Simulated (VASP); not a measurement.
# Mg4Au (Cmmm) in VASP: relaxation of cell and atoms with PBE

Aim: the relaxation of cell and atoms of Mg4Au with PBE.

All numbers are computed with VASP 6.6.1; they aren't measurements. Logs are shortened: lines on timing, memory, paths and dates and some standing lists are left out, and cuts for length are marked.

## Step 1: The cell of the first run

It takes space group Cmmm (No. 65, orthorhombic). Conventional cell: a = 4.556 Å, b = 10.813 Å, c = 4.598 Å, α = 90.00°, β = 90.00°, γ = 90.00°. Within 3.7 Å of Mg (site symmetry m2m) lie 2 Au at 2.77 Å and 9 Mg at 3.10 to 3.25 Å. Mg (site symmetry m2m) has 2 Au at 2.77 Å and 9 Mg at 3.14 to 3.24 Å within 3.6 Å. Within 3.6 Å of Au (site symmetry mmm) lie 8 Mg at 2.77 Å.

The cell was built from a structure type or drawn by symmetry, and may not be a known phase.

## Step 2: Relaxation of cell and atoms, PBE

INCAR reads:

```
  ALGO = Fast
  EDIFF = 1E-6
  EDIFFG = -0.01
  ENCUT = 600
  GGA = PE
  IBRION = 2
  ISIF = 3
  ISMEAR = 0
  LASPH = True
  LCHARG = False
  LREAL = False
  LWAVE = False
  NELM = 80
  NSW = 100
  PREC = Accurate
  SIGMA = 0.1
```

KPOINTS reads:

```
k-points
0
Gamma
  10 10 8
```

POSCAR reads:

```
Mg4Au
1.0
    2.2781796000     -5.4067264000      0.0000000000
    2.2781796000      5.4067264000      0.0000000000
    0.0000000000      0.0000000000      4.5984152000
Mg Au
4 1
Direct
    0.8568645000      0.1431355000      0.5000000000
    0.3546690000      0.6453310000      0.0000000000
    0.6453310000      0.3546690000      0.0000000000
    0.1431355000      0.8568645000      0.5000000000
    0.0000000000      0.0000000000      0.0000000000
```

Potentials or basis: VASP PAW PBE potentials, release 64 (Mg, Au).

On the command line:

```sh
$ cat potpaw_PBE.64/Mg/POTCAR potpaw_PBE.64/Au/POTCAR > POTCAR
$ mpirun -np 1 vasp_std > vasp.out
```

OUTCAR:

```text
EDIFF = 1E-6
   EDIFFG = -0.01
   ENCUT = 600
   GGA = PE
   IBRION = 2
   ISIF = 3
   ISMEAR = 0
   LASPH = True
   LREAL = False
   NELM = 80
   NSW = 100
   PREC = Accurate

 ion  position               nearest neighbor table
   1  0.857  0.143  0.500-   5 2.77   5 2.77   4 3.10   2 3.24   2 3.24   2 3.24   2 3.24   3 3.24
                             3 3.24   4 3.25   4 3.25
   2  0.355  0.645  0.000-   5 2.77   5 2.77   3 3.14   3 3.21   3 3.21   1 3.24   1 3.24   1 3.24
                             1 3.24   4 3.24   4 3.24
   3  0.645  0.355  0.000-   5 2.77   5 2.77   2 3.14   2 3.21   2 3.21   4 3.24   4 3.24   4 3.24
                             4 3.24   1 3.24   1 3.24
   4  0.143  0.857  0.500-   5 2.77   5 2.77   1 3.10   3 3.24   3 3.24   3 3.24   3 3.24   2 3.24
                             2 3.24   1 3.25   1 3.25
   5  0.000  0.000  0.000-   3 2.77   2 2.77   3 2.77   2 2.77   1 2.77   4 2.77   1 2.77   4 2.77

  LATTYP: Found a base centered orthorhombic cell.
 ALAT       =     4.5563592000
 B/A-ratio  =     2.3732660937
 C/A-ratio  =     1.0092301766

  Lattice vectors:

 A1 = (   2.2781796000,  -5.4067264000,   0.0000000000)
 A2 = (   2.2781796000,   5.4067264000,   0.0000000000)
 A3 = (   0.0000000000,   0.0000000000,   4.5984152000)

Analysis of symmetry for initial positions (statically):
=====================================================================
 Subroutine PRICEL returns:
 Original cell was already a primitive cell.

 Routine SETGRP: Setting up the symmetry group for a
 base centered orthorhombic supercell.

 Subroutine GETGRP returns: Found  8 space group operations
 (whereof  8 operations were pure point group operations)
 out of a pool of  8 trial point group operations.

The static configuration has the point symmetry D_2h.

Analysis of symmetry for dynamics (positions and initial velocities):
=====================================================================
 Subroutine PRICEL returns:
 Original cell was already a primitive cell.

 Routine SETGRP: Setting up the symmetry group for a
 base centered orthorhombic supercell.

 Subroutine GETGRP returns: Found  8 space group operations
 (whereof  8 operations were pure point group operations)
 out of a pool of  8 trial point group operations.

The dynamic configuration has the point symmetry D_2h.

 Subroutine INISYM returns: Found  8 space group operations
 (whereof  8 operations are pure point group operations),
 and found     1 'primitive' translations

----------------------------------------------------------------------------------------

                                     Primitive cell

  volume of cell :     113.2819

[... 119 lines left out ...]
   GGA     = PE    functional components
   LHFCALC =     F    Hartree Fock is set to
   AEXX    =    0.0000 exact exchange contribution
   IVDW    =     0    specifies the selected vdW correction
   LEPSILON=     F    determine dielectric tensor
   LRPA    =     F    only Hartree local field effects (RPA)
 conjugate gradient relaxation of ions
 non-spin polarized calculation
 RMM-DIIS sequential band-by-band and
 Gauss-broadening in eV      SIGMA  =   0.10
  energy-cutoff  :      600.00
  volume of cell :      113.28
 maximum number of plane-waves:      3815
   NGX = 23   NGY = 23   NGZ = 19

--------------------------------------- Ionic step        1  -------------------------------------------

 number of electron      19.0000000 magnetization

 Free energy of the ion-electron system (eV)
  ---------------------------------------------------
  ext. energy  EPLUGINS =         0.00000000
  ---------------------------------------------------
  free energy    TOTEN  =       -10.55016771 eV

  energy without entropy =      -10.53669587  energy(sigma->0) =      -10.54343179

------------------------ aborting loop because EDIFF is reached ----------------------------------------

  FORCE on cell =-STRESS in cart. coord.  units (eV):
  Direction    XX          YY          ZZ          XY          YZ          ZX
  --------------------------------------------------------------------------------------
  -------------------------------------------------------------------------------------
  Total       -0.0510854     -0.1831708     -0.1224674      0.0000000      0.0000000      0.0000000
  in kB       -0.7225155     -2.5906352     -1.7320906      0.0000000      0.0000000      0.0000000
  external PRESSURE =      -1.6817471 kB  Pullay stress =       0.0000000 kB
[... 143 lines left out ...]
--------------------------------------- Ionic step        5  -------------------------------------------

 number of electron      19.0000000 magnetization

 Free energy of the ion-electron system (eV)
  ---------------------------------------------------
  ext. energy  EPLUGINS =         0.00000000
  ---------------------------------------------------
  free energy    TOTEN  =       -10.55062216 eV

  energy without entropy =      -10.53712497  energy(sigma->0) =      -10.54387356

 E-fermi :   3.3583     XC(G=0):  -8.9408

 val. band max:        3.3566849432   @ k =  -0.4000   0.1000   0.1250
 cond. band min:       3.3618066920   @ k =   0.3000   0.2000   0.2500
 fundamental gap:      0.0051217488
 Fermi energy:         3.3583024454

 k-point     1 :       0.0000    0.0000    0.0000
  band No.  band energies     occupation
      1      -4.0242      2.00000
      2      -1.9773      2.00000
      3      -1.6652      2.00000
      4      -1.6385      2.00000
      5      -1.5740      2.00000
      6      -1.2575      2.00000
      7       1.3931      2.00000
      8       1.7659      2.00000
      9       3.1103      1.99955
     10       4.4670      0.00000
     11       4.9282      0.00000
     12       5.0230      0.00000
     13       5.3735      0.00000
[... 354 lines left out ...]
  band No.  band energies     occupation
      1      -2.6711      2.00000
      2      -2.0284      2.00000
      3      -1.7606      2.00000
      4      -1.5996      2.00000
      5      -1.4519      2.00000
      6      -1.3440      2.00000
      7      -1.0606      2.00000
      8       0.4664      2.00000
      9       4.5836      0.00000
     10       4.8126      0.00000
     11       5.3355      0.00000
     12       5.4885      0.00000
     13       6.8147      0.00000

 [... further k-points ...]

------------------------ aborting loop because EDIFF is reached ----------------------------------------

  FORCE on cell =-STRESS in cart. coord.  units (eV):
  Direction    XX          YY          ZZ          XY          YZ          ZX
  --------------------------------------------------------------------------------------
  -------------------------------------------------------------------------------------
  Total       -0.0030112     -0.0077261      0.0178878      0.0000000      0.0000000      0.0000000
  in kB       -0.0427413     -0.1096649      0.2538999      0.0000000      0.0000000      0.0000000
  external PRESSURE =       0.0338312 kB  Pullay stress =       0.0000000 kB
[... 20 lines left out ...]
  FREE ENERGIE OF THE ION-ELECTRON SYSTEM (eV)
  ---------------------------------------------------
  free  energy   TOTEN  =       -10.5506221563 eV

  energy  without entropy=      -10.5371249732  energy(sigma->0) =      -10.54387356

 reached required accuracy - stopping structural energy minimisation
```

Wall time 23 min (1 thread of Oxide Virtual Turin-like, shared host); peak memory 0.52 GiB.

Results:

```yaml
Free_energy: -10.5506 eV
Relaxed_volume: 22.58 Å³/atom
Relaxed_cell: a = 5.847 Å, b = 5.847 Å, c = 4.593 Å, α = 90.00°, β = 90.00°, γ = 134.04°
Space_group_after_relaxing_to_0.1_Å: Cmmm (No. 65)
Energy_gained_by_relaxing: 0.1 meV/atom
Ionic_steps: 5
Pressure_after_relaxing: 0.0 GPa
Largest_force_after_relaxing: 0.007 eV/Å
Band_gap_on_the_k_mesh: zero (an odd number of electrons rules out a gap without spin polarisation)
```

Forces on the atoms (eV/Å):
```
Mg   0.000  0.007  0.000
Mg   0.000  0.000  0.000
Mg   0.000  0.000  0.000
Mg   0.000 -0.007  0.000
Au   0.000  0.000  0.000
```

The path:
```
step  energy change (eV)  largest force (eV/Å)  pressure (GPa)  volume (Å³)
   1              0.0000                0.0040           -0.17       113.28
   2             -0.0003                0.0097            0.01       112.89
   3             -0.0003                0.0100            0.03       112.86
   4             -0.0003                0.0096            0.02       112.86
   5             -0.0005                0.0071            0.00       112.88
```

Final structure:
```cif
data_structure
_symmetry_space_group_name_H-M 'P 1'
_symmetry_Int_Tables_number 1
_cell_length_a 5.8469
_cell_length_b 5.8469
_cell_length_c 4.5929
_cell_angle_alpha 90.000
_cell_angle_beta 90.000
_cell_angle_gamma 134.037
_cell_volume 112.88
loop_
_atom_site_label
_atom_site_type_symbol
_atom_site_fract_x
_atom_site_fract_y
_atom_site_fract_z
_atom_site_occupancy
Mg1 Mg 0.85666 0.14334 0.50000 1
Mg2 Mg 0.35463 0.64537 0.00000 1
Mg3 Mg 0.64537 0.35463 0.00000 1
Mg4 Mg 0.14334 0.85666 0.50000 1
Au1 Au 0.00000 0.00000 0.00000 1
```

Caveat: spin-orbit coupling is left out, which moves the levels of the heavy elements.
